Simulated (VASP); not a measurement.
# BeAl2: single point with PBE

The system is BeAl2.

```
CELL_PARAMETERS angstrom
4.31755 0.00000 0.00000
-2.15878 3.73911 0.00000
0.00000 0.00000 5.32525
ATOMIC_POSITIONS crystal
Be 0.33333 0.66667 0.00000
Be 0.66667 0.33333 0.00000
Al 0.00000 0.00000 0.76070
Al 0.00000 0.00000 0.23930
Al 0.33333 0.66667 0.50000
Al 0.66667 0.33333 0.50000
```

| Quantity | Value |
| --- | --- |
| Program | VASP 6.6.1 |
| Task | single point |
| Functional | PBE |
| Potentials or basis | VASP PAW PBE potentials, release 64 (Be, Al) |
| Cutoff | 520 eV |
| k mesh | 12 × 12 × 8 |
| Occupations | gaussian, width 0.1 eV |
| Spin | no spin polarisation |
| Dipole correction | no |
| Further INCAR settings | ALGO = Fast; EDIFF = 1e-07; NBANDS = 17 |

The pressure is 0.0 GPa. The band gap on the k mesh is zero (band 8 reaches 9.55 eV, above the bottom of band 9 at 5.38 eV).

Forces on the atoms (eV/Å):
```
Be   0.000  0.000  0.000
Be   0.000  0.000  0.000
Al   0.000  0.000  0.003
Al   0.000  0.000 -0.003
Al   0.000  0.000  0.000
Al   0.000  0.000  0.000
```

Levels at points of the mesh, in eV from the Fermi level:
```csv
k point,band 6,band 7,band 8,band 9,band 10,band 11
"(0.00, 0.00, 0.00)",-1.55,-1.55,-0.05,0.75,2.12,2.12
"(0.50, 0.00, 0.00)",-3.12,-2.92,-2.77,0.05,1.61,1.77
"(0.00, 0.00, 0.50)",-0.65,-0.52,-0.35,-0.16,-0.16,0.04
"(0.50, 0.00, 0.50)",-2.59,-2.22,-1.02,1.97,2.41,2.75
```

Wall time 47 s on 1 thread of Intel(R) Xeon(R) 6975P-C (Granite Rapids), with other jobs on the host, peak memory 0.26 GiB.
